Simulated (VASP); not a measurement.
# Ga (Pm-3m) in VASP: settings compared

Ga is run at these levels: BLYP+D3(BJ), BLYP+D4; tasks: single point, relaxation of cell and atoms.

Everything below comes from runs of VASP 6.6.1. Logs are shortened: lines on timing, memory, paths and dates and some standing lists are left out, and cuts for length are marked.

**1. The cell of the first run**

Symmetry: Pm-3m, No. 221, cubic system. The conventional cell has a = 2.709 Å, b = 2.709 Å, c = 2.709 Å, α = 90.00°, β = 90.00°, γ = 90.00°. Within 3.6 Å of Ga (site symmetry m-3m) lie 6 Ga at 2.71 Å.

**2. Single point, BLYP+D3(BJ)**

Contents of INCAR:

```
SYSTEM = Ga
PREC = Accurate ; ENCUT = 520
EDIFF = 1E-6 ; ISMEAR = -1
SIGMA = 0.05 ; LREAL = .FALSE.
LASPH = .TRUE. ; NELM = 80
ALGO = Normal ; ISIF = 2
LWAVE = .FALSE. ; LCHARG = .FALSE.
GGA = B5 ; ALDAX = 1.0
AGGAX = 1.0 ; AGGAC = 1.0
ALDAC = 0.0 ; IVDW = 12
VDW_S6 = 1.0 ; VDW_S8 = 2.6996
VDW_A1 = 0.4298 ; VDW_A2 = 4.2359
NBANDS = 12
```

Contents of KPOINTS:

```
Automatic mesh
0
G
  10 10 10
  0 0 0
```

Contents of POSCAR:

```
Ga
1.0
    2.7090518719      0.0000000000      0.0000000000
    0.0000000000      2.7090518719      0.0000000000
    0.0000000000      0.0000000000      2.7090518719
Ga
1
Direct
    0.0000000000      0.0000000000      0.0000000000
```

Potentials or basis: VASP PAW PBE potentials, release 64 (Ga_d).

Launch:

```bash
$ cat potpaw_PBE.64/Ga_d/POTCAR > POTCAR
$ mpirun -np 1 vasp_std > vasp.out
```

OUTCAR:

```text
SYSTEM = Ga
   PREC = Accurate
   ENCUT = 520
   EDIFF = 1E-6
   ISMEAR = -1
   LREAL = .FALSE.
   LASPH = .TRUE.
   NELM = 80
   ISIF = 2
   GGA = B5
   IVDW = 12
 IVDW          = 12

 ion  position               nearest neighbor table
   1  0.000  0.000  0.000-

  LATTYP: Found a simple cubic cell.
 ALAT       =     2.7090518719

  Lattice vectors:

 A1 = (   2.7090518719,   0.0000000000,   0.0000000000)
 A2 = (   0.0000000000,   2.7090518719,   0.0000000000)
 A3 = (   0.0000000000,   0.0000000000,   2.7090518719)

Analysis of symmetry for initial positions (statically):
=====================================================================
 Subroutine PRICEL returns:
 Original cell was already a primitive cell.

 Routine SETGRP: Setting up the symmetry group for a
 simple cubic supercell.

 Subroutine GETGRP returns: Found 48 space group operations
 (whereof 48 operations were pure point group operations)
 out of a pool of 48 trial point group operations.

The static configuration has the point symmetry O_h .

Analysis of symmetry for dynamics (positions and initial velocities):
=====================================================================
 Subroutine PRICEL returns:
 Original cell was already a primitive cell.

 Routine SETGRP: Setting up the symmetry group for a
 simple cubic supercell.

 Subroutine GETGRP returns: Found 48 space group operations
 (whereof 48 operations were pure point group operations)
 out of a pool of 48 trial point group operations.

The dynamic configuration has the point symmetry O_h .

 Subroutine INISYM returns: Found 48 space group operations
 (whereof 48 operations are pure point group operations),
 and found     1 'primitive' translations

----------------------------------------------------------------------------------------

                                     Primitive cell

  volume of cell :      19.8816

  direct lattice vectors                    reciprocal lattice vectors
     2.709051872  0.000000000  0.000000000     0.369132836  0.000000000  0.000000000
     0.000000000  2.709051872  0.000000000     0.000000000  0.369132836  0.000000000
     0.000000000  0.000000000  2.709051872     0.000000000  0.000000000  0.369132836

  length of vectors
     2.709051872  2.709051872  2.709051872     0.369132836  0.369132836  0.369132836

  position of ions in fractional coordinates (direct lattice)
     0.000000000  0.000000000  0.000000000

  ion indices of the primitive-cell ions
   primitive index   ion index
                 1           1

----------------------------------------------------------------------------------------

 KPOINTS: Automatic mesh

Automatic generation of k-mesh.
 Grid dimensions read from file:
 generate k-points for:   10   10   10

 Generating k-lattice:

  Cartesian coordinates                     Fractional coordinates (reciprocal lattice)
     0.036913284  0.000000000  0.000000000     0.100000000  0.000000000  0.000000000
     0.000000000  0.036913284  0.000000000     0.000000000  0.100000000  0.000000000
     0.000000000  0.000000000  0.036913284     0.000000000  0.000000000  0.100000000

  Length of vectors
     0.036913284  0.036913284  0.036913284

  Shift w.r.t. Gamma in fractional coordinates (k-lattice)
     0.000000000  0.000000000  0.000000000

 Subroutine IBZKPT returns following result:
 ===========================================

 Found     56 irreducible k-points:

 Following reciprocal coordinates:
            Coordinates               Weight
  0.000000  0.000000  0.000000      1.000000
  0.100000  0.000000  0.000000      6.000000
  0.200000  0.000000  0.000000      6.000000
  0.300000  0.000000  0.000000      6.000000
  0.400000  0.000000  0.000000      6.000000
  0.500000  0.000000  0.000000      3.000000
[... 16 lines left out ...]
  0.200000  0.100000  0.100000     24.000000
  0.300000  0.100000  0.100000     24.000000
 [... further k-points ...]
   k-points           NKPTS =     56   k-points in BZ     NKDIM =     56   number of bands    NBANDS=     12
   number of dos      NEDOS =    301   number of ions     NIONS =      1
   total plane-waves  NPLWV =   8000
   dimension x,y,z NGX =    20 NGY =   20 NGZ =   20
   dimension x,y,z NGXF=    40 NGYF=   40 NGZF=   40
   ions per type =               1
   NGX,Y,Z   is equivalent  to a cutoff of  12.27, 12.27, 12.27 a.u.
   NGXF,Y,Z  is equivalent  to a cutoff of  24.55, 24.55, 24.55 a.u.
 SYSTEM =  Ga
   PREC   = accura    normal or accurate (medium, high low for compatibility)
   ISTART =      0    job   : 0-new  1-cont  2-samecut
   ICHARG =      2    charge: 1-file 2-atom 10-const
   ISPIN  =      1    spin polarized calculation?
   LNONCOLLINEAR =      F non collinear calculations
   LSORBIT =      F    spin-orbit coupling
   LASPH  =      T    aspherical Exc in radial PAW
   ENCUT  =  520.0 eV  38.22 Ry    6.18 a.u.   5.04  5.04  5.04*2*pi/ulx,y,z
   NELM   =     80;   NELMIN=  2; NELMDL= -5     # of ELM steps
   EDIFF  = 0.1E-05   stopping-criterion for ELM
   LREAL  =      F    real-space projection
   EDIFFG = 0.1E-04   stopping-criterion for IOM
   NSW    =      0    number of steps for IOM
   IBRION =     -1    ionic relax: 0-MD 1-quasi-New 2-CG
   NFREE  =      0    steps in history (QN), initial steepest desc. (CG)
   ISIF   =      2    stress and relaxation
   ISYM   =      2    0-nonsym 1-usesym 2-fastsym
   POTIM  = 0.5000    time-step for ionic-motion
   TEBEG  =    0.0;   TEEND  =   0.0 temperature during run
   PSTRESS=    0.0 pullay stress
   NELECT =      13.0000    total number of electrons
   NUPDOWN=      -1.0000    fix difference up-down
   EMIN   =  10.00;   EMAX   =-10.00  energy-range for DOS
   EFERMI =   0.00;   METHOD = LEGACY
   ISMEAR =    -1;   SIGMA  =   0.05  broadening in eV -4-tet -1-fermi 0-gaus
   EFERMI_NEDOS =   21; number of points for ismear=-14 and -15
   IALGO  =     38    algorithm
   IMIX   =      4    mixing-type and parameters
     AMIX     =   0.40;   BMIX     =  1.00
     AMIX_MAG =   1.60;   BMIX_MAG =  1.00
  volume/ion in A,a.u.               =      19.88       134.17
  Fermi-wavevector in a.u.,A,eV,Ry     =   1.420928  2.685164 27.470644  2.019035
  Thomas-Fermi vector in A             =   2.541791
   LORBIT       =      0    0 simple, 1 ext, 2 COOP (PROOUT), +10 PAW based schemes
   GGA     = B5    functional components
   LHFCALC =     F    Hartree Fock is set to
   AEXX    =    0.0000 exact exchange contribution
   IVDW    =    12    specifies the selected vdW correction
   LEPSILON=     F    determine dielectric tensor
   LRPA    =     F    only Hartree local field effects (RPA)
 non-spin polarized calculation
  energy-cutoff  :      520.00
  volume of cell :       19.88
 maximum number of plane-waves:       554
   NGX = 11   NGY = 11   NGZ = 11

 number of electron      13.0000025 magnetization

 Free energy of the ion-electron system (eV)
  ---------------------------------------------------
  ext. energy  EPLUGINS =         0.00000000
  ---------------------------------------------------
  free energy    TOTEN  =        -2.10655710 eV

  energy without entropy =       -2.10139120  energy(sigma->0) =       -2.10397415

 E-fermi :   5.3002     XC(G=0): -10.0836

 val. band max:        5.2396148864   @ k =   0.4000   0.3000   0.2000
 cond. band min:       5.3162435766   @ k =   0.4000   0.4000   0.1000
 fundamental gap:      0.0766286902
 Fermi energy:         5.3001527479

 k-point     1 :       0.0000    0.0000    0.0000
  band No.  band energies     occupation
      1      -9.9236      2.00000
      2      -9.9236      2.00000
      3      -9.3963      2.00000
      4      -9.3963      2.00000
      5      -9.3963      2.00000
      6      -5.3293      2.00000
      7      14.1868      0.00000
      8      14.1868      0.00000
      9      14.1868      0.00000
     10      17.4060      0.00000
     11      17.4060      0.00000
     12      20.1984      0.00000

 k-point     2 :       0.1000    0.0000    0.0000
  band No.  band energies     occupation
      1      -9.9198      2.00000
      2      -9.8894      2.00000
      3      -9.4103      2.00000
      4      -9.4103      2.00000
      5      -9.3951      2.00000
      6      -5.1265      2.00000
      7      11.7697      0.00000
      8      14.3960      0.00000
      9      14.3960      0.00000
     10      17.5775      0.00000
     11      18.9495      0.00000
     12      21.5638      0.00000

 k-point     3 :       0.2000    0.0000    0.0000
  band No.  band energies     occupation
      1      -9.9098      2.00000
      2      -9.8028      2.00000
      3      -9.4467      2.00000
      4      -9.4467      2.00000
      5      -9.3920      2.00000
      6      -4.5135      2.00000
      7       8.4594      0.00000
      8      15.0038      0.00000
      9      15.0038      0.00000
     10      18.0919      0.00000
     11      19.8015      0.00000
     12      25.4080      0.00000

 k-point     4 :       0.3000    0.0000    0.0000
  band No.  band energies     occupation
      1      -9.8975      2.00000
      2      -9.7010      2.00000
      3      -9.4914      2.00000
      4      -9.4914      2.00000
      5      -9.3882      2.00000
      6      -3.4902      2.00000
      7       5.4066      0.21249
      8      15.9354      0.00000
      9      15.9354      0.00000
     10      18.9449      0.00000
     11      20.6158      0.00000
     12      26.5051      0.00000

 k-point     5 :       0.4000    0.0000    0.0000
  band No.  band energies     occupation
      1      -9.8875      2.00000
      2      -9.6225      2.00000
      3      -9.5272      2.00000
      4      -9.5272      2.00000
      5      -9.3851      2.00000
      6      -2.1152      2.00000
      7       2.7924      2.00000
      8      16.9775      0.00000
      9      16.9775      0.00000
     10      20.0929      0.00000
     11      21.5776      0.00000
     12      24.2646      0.00000
[... 228 lines left out ...]
      1      -9.7904      2.00000
      2      -9.7305      2.00000
      3      -9.5200      2.00000
      4      -9.5200      2.00000
      5      -9.2564      2.00000
      6       3.4456      2.00000
      7       4.6233      2.00000
      8       4.6233      2.00000
      9       9.9603      0.00000
     10      20.9577      0.00000
     11      26.0483      0.00000
     12      26.0483      0.00000

 k-point    22 :       0.1000    0.1000    0.1000
  band No.  band energies     occupation
      1      -9.8656      2.00000
      2      -9.8656      2.00000
      3      -9.4271      2.00000
      4      -9.4227      2.00000
      5      -9.4227      2.00000
      6      -4.7211      2.00000
      7      11.8993      0.00000
      8      11.8993      0.00000
      9      12.8324      0.00000
     10      20.7894      0.00000
     11      20.7894      0.00000
     12      22.4901      0.00000

 k-point    23 :       0.2000    0.1000    0.1000
  band No.  band energies     occupation
      1      -9.8560      2.00000
      2      -9.7745      2.00000
      3      -9.4661      2.00000
      4      -9.4608      2.00000
      5      -9.4202      2.00000
      6      -4.1098      2.00000
      7       8.8223      0.00000
      8      12.4836      0.00000
      9      13.2163      0.00000
     10      21.3137      0.00000
     11      22.1201      0.00000
     12      25.0598      0.00000

 k-point    24 :       0.3000    0.1000    0.1000
  band No.  band energies     occupation
      1      -9.8441      2.00000
      2      -9.6668      2.00000
      3      -9.5147      2.00000
      4      -9.5075      2.00000
      5      -9.4158      2.00000
      6      -3.0912      2.00000
      7       5.7925      0.00011
      8      13.3944      0.00000
      9      14.1667      0.00000
     10      21.7740      0.00000
     11      21.9926      0.00000
     12      23.2519      0.00000

 [... further k-points ...]

------------------------ aborting loop because EDIFF is reached ----------------------------------------

 Edisp (eV)   -0.68690

 E8    (eV) :    -0.5224

  FORCE on cell =-STRESS in cart. coord.  units (eV):
  Direction    XX          YY          ZZ          XY          YZ          ZX
  --------------------------------------------------------------------------------------
  -------------------------------------------------------------------------------------
  Total      -0.00373    -0.00373    -0.00373    -0.00000    -0.00000     0.00000
  in kB      -0.30059    -0.30059    -0.30059    -0.00000    -0.00000     0.00000
  external pressure =       -0.30 kB  Pullay stress =        0.00 kB

 VOLUME and BASIS-vectors are now :
 -----------------------------------------------------------------------------
  energy-cutoff  :      520.00
  volume of cell :       19.88
      direct lattice vectors                 reciprocal lattice vectors
     2.709051872  0.000000000  0.000000000     0.369132836  0.000000000  0.000000000
     0.000000000  2.709051872  0.000000000     0.000000000  0.369132836  0.000000000
     0.000000000  0.000000000  2.709051872     0.000000000  0.000000000  0.369132836

 POSITION                                       TOTAL-FORCE (eV/Angst)
 -----------------------------------------------------------------------------------
      0.00000      0.00000      0.00000         0.000000      0.000000      0.000000
 -----------------------------------------------------------------------------------
    total drift:                                0.000000      0.000000      0.000000

  FREE ENERGIE OF THE ION-ELECTRON SYSTEM (eV)
  ---------------------------------------------------
  free  energy   TOTEN  =        -2.7934544627 eV

  energy  without entropy=       -2.7882885668  energy(sigma->0) =       -2.79087151
```

It took 18 s on 1 thread of Intel Xeon 8259CL, shared host; peak memory 0.13 GiB.

Results:

```yaml
Free_energy: -2.7935 eV
Pressure: 0.0 GPa
Dispersion_energy_per_atom: -0.687 eV
```

Caveat: the PAW data sets were made with another functional, which shifts forces and pressure a little; pairwise dispersion overbinds metals, which lowers pressure and volume.

**3. Relaxation of cell and atoms, BLYP+D4**

This run uses another cell than the first one, of 20.05 Å³/atom, 1.008 times its volume.

Contents of INCAR:

```
SYSTEM = Ga
PREC = Accurate
ENCUT = 600
EDIFF = 1E-7
ISMEAR = -1
SIGMA = 0.05
LREAL = .FALSE.
LASPH = .TRUE.
NELM = 80
ALGO = Normal
ISIF = 3
LWAVE = .FALSE.
LCHARG = .FALSE.
GGA = B5
ALDAX = 1.0
AGGAX = 1.0
AGGAC = 1.0
ALDAC = 0.0
IVDW = 13
VDW_S6 = 1.0
VDW_S8 = 2.34076671
VDW_A1 = 0.44488865
VDW_A2 = 4.0933009
IBRION = 2
NSW = 60
EDIFFG = -0.01
```

Contents of KPOINTS:

```
regular mesh
0
G
  10 10 10
  0 0 0
```

Contents of POSCAR:

```
Ga
1.0
    2.7164800000      0.0000000000      0.0000000000
    0.0000000000      2.7164800000      0.0000000000
    0.0000000000      0.0000000000      2.7164800000
Ga
1
Direct
    0.0000000000      0.0000000000      0.0000000000
```

Potentials or basis: VASP PAW PBE potentials, release 64 (Ga_d).

Launch:

```bash
$ cat potpaw_PBE.64/Ga_d/POTCAR > POTCAR
$ mpirun -np 1 vasp_std > vasp.out
```

It took 87 s on 1 thread of Intel Xeon 8259CL, shared host; peak memory 0.15 GiB.

It converged, with:

```
Free energy                            : -2.9785 eV
Relaxed volume                         : 19.34 Å³/atom
Relaxed cell                           : a = 2.684 Å, b = 2.684 Å, c = 2.684 Å, α = 90.00°, β = 90.00°, γ = 90.00°
Space group after relaxing (to 0.05 Å) : Pm-3m (No. 221)
Energy gained by relaxing              : 3.2 meV/atom
Ionic steps                            : 4
Pressure after relaxing                : 0.0 GPa
Dispersion energy per atom             : -0.893 eV
```

Step by step:
```csv
step,energy change (eV),largest force (eV/Å),pressure (GPa),volume (Å³)
1,0.0000,0.0000,-1.54,20.05
2,-0.0031,0.0000,-0.34,19.49
3,-0.0032,0.0000,0.09,19.30
4,-0.0032,0.0000,-0.01,19.34
```

Final structure:
```yaml
crystal:
  lattice:
    - [2.68417, 0.00000, 0.00000]
    - [0.00000, 2.68417, 0.00000]
    - [0.00000, 0.00000, 2.68417]
  atoms:
    - { symbol: Ga, position: [0.00000, 0.00000, 0.00000] }
```

Levels at points of the mesh, in eV from the Fermi level:
```
           k point  band 2  band 3  band 4  band 5  band 6  band 7  band 8  band 9  band 10
(0.00, 0.00, 0.00)  -15.26  -14.70  -14.70  -14.70  -10.81    9.08    9.08    9.08    12.29
(0.50, 0.00, 0.00)  -14.92  -14.85  -14.85  -14.69   -6.37   -4.12   12.54   12.54    15.99
(0.50, 0.50, 0.00)  -15.06  -14.83  -14.83  -14.55   -1.74   -0.71   -0.71    4.67    16.12
(0.50, 0.50, 0.50)  -15.07  -15.07  -14.54  -14.54    2.58    2.58    2.58    3.84     8.59
```

Caveat: the PAW data sets were made with another functional, which shifts forces and pressure a little; pairwise dispersion overbinds metals, which lowers pressure and volume.
